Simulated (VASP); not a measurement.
# GaP (F-43m) in VASP: further runs, part 2 of 2

VASP 6.6.1.

## 5. Relaxation of cell and atoms, PBEsol, target pressure 30 GPa, at which the enthalpy is minimised

File INCAR:

```
PREC = Accurate
ENCUT = 600
EDIFF = 1E-7
ISMEAR = -1
SIGMA = 0.05
LREAL = False
LASPH = True
NELM = 60
ALGO = Normal
ISIF = 3
LWAVE = False
LCHARG = False
GGA = PS
IBRION = 2
NSW = 80
EDIFFG = -0.02
PSTRESS = 300.0
```

File KPOINTS:

```
regular mesh
0
Gamma
  8 8 8
```

File POSCAR:

```
GaP
1.0
    0.0000000000      2.7252500000      2.7252500000
    2.7252500000      0.0000000000      2.7252500000
    2.7252500000      2.7252500000      0.0000000000
Ga P
1 1
Direct
    0.0000000000      0.0000000000      0.0000000000
    0.7500000000      0.7500000000      0.7500000000
```

Potentials or basis: VASP PAW PBE potentials, release 64 (Ga_d, P).

Launch:

```sh
$ cat potpaw_PBE.64/Ga_d/POTCAR potpaw_PBE.64/P/POTCAR > POTCAR
$ mpirun -np 1 vasp_std > vasp.out
```

OUTCAR:

```text
PREC = Accurate
   ENCUT = 600
   EDIFF = 1E-7
   ISMEAR = -1
   LREAL = False
   LASPH = True
   NELM = 60
   ISIF = 3
   GGA = PS
   IBRION = 2
   NSW = 80
   EDIFFG = -0.02
   PSTRESS = 300.0

 ion  position               nearest neighbor table
   1  0.000  0.000  0.000-   2 2.36   2 2.36   2 2.36   2 2.36
   2  0.750  0.750  0.750-   1 2.36   1 2.36   1 2.36   1 2.36

  LATTYP: Found a face centered cubic cell.
 ALAT       =     5.4505000000

  Lattice vectors:

 A1 = (   0.0000000000,   2.7252500000,   2.7252500000)
 A2 = (   2.7252500000,   0.0000000000,   2.7252500000)
 A3 = (   2.7252500000,   2.7252500000,   0.0000000000)

Analysis of symmetry for initial positions (statically):
[... 5 lines left out ...]
 face centered cubic supercell.

 Subroutine GETGRP returns: Found 24 space group operations
 (whereof 24 operations were pure point group operations)
 out of a pool of 48 trial point group operations.

The static configuration has the point symmetry T_d .

Analysis of symmetry for dynamics (positions and initial velocities):
[... 5 lines left out ...]
 face centered cubic supercell.

 Subroutine GETGRP returns: Found 24 space group operations
 (whereof 24 operations were pure point group operations)
 out of a pool of 48 trial point group operations.

The dynamic configuration has the point symmetry T_d .

 Subroutine INISYM returns: Found 24 space group operations
 (whereof 24 operations are pure point group operations),
 and found     1 'primitive' translations

----------------------------------------------------------------------------------------

                                     Primitive cell

  volume of cell :      40.4808

  direct lattice vectors                    reciprocal lattice vectors
     0.000000000  2.725250000  2.725250000    -0.183469406  0.183469406  0.183469406
     2.725250000  0.000000000  2.725250000     0.183469406 -0.183469406  0.183469406
     2.725250000  2.725250000  0.000000000     0.183469406  0.183469406 -0.183469406

  length of vectors
     3.854085511  3.854085511  3.854085511     0.317778334  0.317778334  0.317778334

  position of ions in fractional coordinates (direct lattice)
     0.000000000  0.000000000  0.000000000
     0.750000000  0.750000000  0.750000000

  ion indices of the primitive-cell ions
[... 106 lines left out ...]
 conjugate gradient relaxation of ions
 non-spin polarized calculation
  energy-cutoff  :      600.00
  volume of cell :       40.48
 maximum number of plane-waves:      1365
   NGX = 15   NGY = 15   NGZ = 15

--------------------------------------- Ionic step        1  -------------------------------------------

 number of electron      18.0000003 magnetization

 Free energy of the ion-electron system (eV)
  ---------------------------------------------------
  ext. energy  EPLUGINS =         0.00000000
  ---------------------------------------------------
  free energy    TOTEN  =        -9.92055564 eV

  energy without entropy =       -9.92055563  energy(sigma->0) =       -9.92055563

------------------------ aborting loop because EDIFF is reached ----------------------------------------

  FORCE on cell =-STRESS in cart. coord.  units (eV):
  Direction    XX          YY          ZZ          XY          YZ          ZX
  --------------------------------------------------------------------------------------
  -------------------------------------------------------------------------------------
  Total       -0.1581102     -0.1581102     -0.1581102      0.0000000      0.0000000     -0.0000000
  in kB       -6.2577974     -6.2577974     -6.2577974      0.0000000      0.0000000     -0.0000000
  external PRESSURE =    -306.2577974 kB  Pullay stress =     300.0000000 kB
[... 25 lines left out ...]
--------------------------------------- Ionic step        2  -------------------------------------------

 number of electron      17.9999998 magnetization

 E-fermi :  13.1928     XC(G=0): -13.1427

 val. band max:       13.1519571884   @ k =   0.5000   0.5000   0.0000
 cond. band min:      13.2458822005   @ k =   0.3750   0.3750   0.0000
 fundamental gap:      0.0939250121
 Fermi energy:        13.1927701649

 k-point     1 :       0.0000    0.0000    0.0000
  band No.  band energies     occupation
      1      -5.7016      2.00000
      2      -4.1943      2.00000
      3      -4.1943      2.00000
      4      -4.1943      2.00000
      5      -3.7207      2.00000
      6      -3.7207      2.00000
      7      13.6344      0.00029
      8      13.6344      0.00029
      9      13.6344      0.00029
     10      16.3490      0.00000
     11      16.3490      0.00000
     12      16.3490      0.00000
     13      20.2742      0.00000
[... 481 lines left out ...]
--------------------------------------- Ionic step        5  -------------------------------------------

 number of electron      17.9999999 magnetization

 Free energy of the ion-electron system (eV)
  ---------------------------------------------------
  ext. energy  EPLUGINS =         0.00000000
  ---------------------------------------------------
  free energy    TOTEN  =        -9.31250640 eV

  energy without entropy =       -9.31250532  energy(sigma->0) =       -9.31250586

 E-fermi :   7.6684     XC(G=0): -11.0855

 val. band max:        7.1996121612   @ k =   0.0000   0.0000   0.0000
 cond. band min:       8.1512448254   @ k =   0.5000   0.5000   0.0000
 fundamental gap:      0.9516326642
 Fermi energy:         7.6683879469

 k-point     1 :       0.0000    0.0000    0.0000
  band No.  band energies     occupation
      1      -7.9720      2.00000
      2      -7.9720      2.00000
      3      -7.9720      2.00000
      4      -7.7796      2.00000
      5      -7.7796      2.00000
      6      -7.2931      2.00000
      7       7.1996      1.99983
      8       7.1996      1.99983
      9       7.1996      1.99983
     10      10.8635      0.00000
     11      10.8635      0.00000
     12      10.8635      0.00000
     13      10.8712      0.00000
[... 401 lines left out ...]
  energy  without entropy=       -9.3125053220  energy(sigma->0) =       -9.31250586

  enthalpy is  TOTEN    =        -3.2692505706 eV   P V=        6.0432558323

 reached required accuracy - stopping structural energy minimisation
```

OSZICAR:

```text
N       E                     dE             d eps       ncg     rms          rms(c)
DAV:   1     0.848723182800E+02    0.84872E+02   -0.98885E+03   770   0.213E+03
DAV:   2    -0.333088753542E+01   -0.88203E+02   -0.85230E+02   809   0.354E+02
DAV:   3    -0.100801239444E+02   -0.67492E+01   -0.67129E+01   964   0.785E+01
[... 58 lines left out ...]
DAV:   3    -0.931275962533E+01    0.20948E-02   -0.19025E-03  1009   0.119E+00    0.746E-02
DAV:   4    -0.931252859843E+01    0.23103E-03   -0.28624E-04   938   0.259E-01    0.242E-02
DAV:   5    -0.931250762023E+01    0.20978E-04   -0.12049E-05  1071   0.516E-02    0.115E-02
DAV:   6    -0.931250639208E+01    0.12281E-05   -0.16394E-06  1020   0.214E-02    0.501E-03
DAV:   7    -0.931250640286E+01   -0.10783E-07   -0.79968E-08   467   0.657E-03
   5 F= -.32692506E+01 E0= -.32692500E+01  d E =-.928529E+00
```

It took 88 s on 1 thread of Intel Xeon Platinum 8259CL at 2.50GHz (Skylake/Cascade Lake), shared host; peak memory 0.2 GiB.

Results:

```yaml
Free_energy: -9.3125 eV
Relaxed_volume: 16.14 Å³/atom
Relaxed_cell: a = 3.574 Å, b = 3.574 Å, c = 3.574 Å, α = 60.00°, β = 60.00°, γ = 60.00°
Space_group_after_relaxing_to_0.05_Å: F-43m (No. 216)
Energy_change_on_relaxing_the_enthalpy_is_what_falls: +304.0 meV/atom
Ionic_steps: 5
Pressure_after_relaxing: 30.0 GPa
Band_gap_on_the_k_mesh: 0.95 eV, indirect (least direct gap 3.66 eV)
```

The path:
| step | energy change (eV) | largest force (eV/Å) | pressure (GPa) | volume (Å³) |
| --- | --- | --- | --- | --- |
| 1 | 0.0000 | 0.0000 | -0.63 | 40.48 |
| 2 | 6.4078 | 0.0000 | 188.84 | 21.78 |
| 3 | 0.4550 | 0.0000 | 24.72 | 33.17 |
| 4 | 0.5580 | 0.0000 | 28.32 | 32.55 |
| 5 | 0.6080 | 0.0000 | 29.98 | 32.27 |

Final structure:
```yaml
crystal:
  lattice:
    - [0.00000, 2.52703, 2.52703]
    - [2.52703, 0.00000, 2.52703]
    - [2.52703, 2.52703, 0.00000]
  atoms:
    - { symbol: Ga, position: [0.00000, 0.00000, 0.00000] }
    - { symbol: P, position: [0.75000, 0.75000, 0.75000] }
```

Levels at points of the mesh, in eV from the valence-band top:
| k point | band 6 | band 7 | band 8 | band 9 | band 10 | band 11 | band 12 | band 13 |
| --- | --- | --- | --- | --- | --- | --- | --- | --- |
| (0.00, 0.00, 0.00) | -14.49 | 0.00 | 0.00 | 0.00 | 3.66 | 3.66 | 3.66 | 3.67 |
| (0.50, 0.00, 0.00) | -11.53 | -8.23 | -1.52 | -1.52 | 2.27 | 4.48 | 4.48 | 8.33 |
| (0.50, 0.50, 0.00) | -10.32 | -8.04 | -3.63 | -3.63 | 0.95 | 1.33 | 12.21 | 12.21 |

Caveat: the cell is relaxed towards a set pressure, so the enthalpy falls and the energy may rise; the volume moved by over 15 % at a fixed basis, so the end points are rough; the PAW data sets were made with another functional, which shifts forces and pressure a little. PBEsol gaps usually lie below the measured ones, often by a third to a half.

## 6. The runs side by side

```csv
cell,gap on the mesh (eV),pressure (GPa)
relaxed to 5 GPa,1.39,4.8
relaxed to 10 GPa,1.28,10.1
relaxed to 20 GPa,1.11,20.0
relaxed to 30 GPa,0.95,30.0
```

Alike in all rows: task relaxation of cell and atoms; level PBEsol; potentials or basis VASP PAW PBE potentials, release 64 (Ga_d, P); no spin polarisation; k mesh 8 × 8 × 8; cutoff (eV) 600; smearing fermi-dirac 0.05 eV.

Caveats: the cell is relaxed towards a set pressure, so the enthalpy falls and the energy may rise; the PAW data sets were made with another functional, which shifts forces and pressure a little; the volume moved by over 15 % at a fixed basis, so the end points are rough (some runs).

Absolute energies hang on the potentials; compare differences alone.
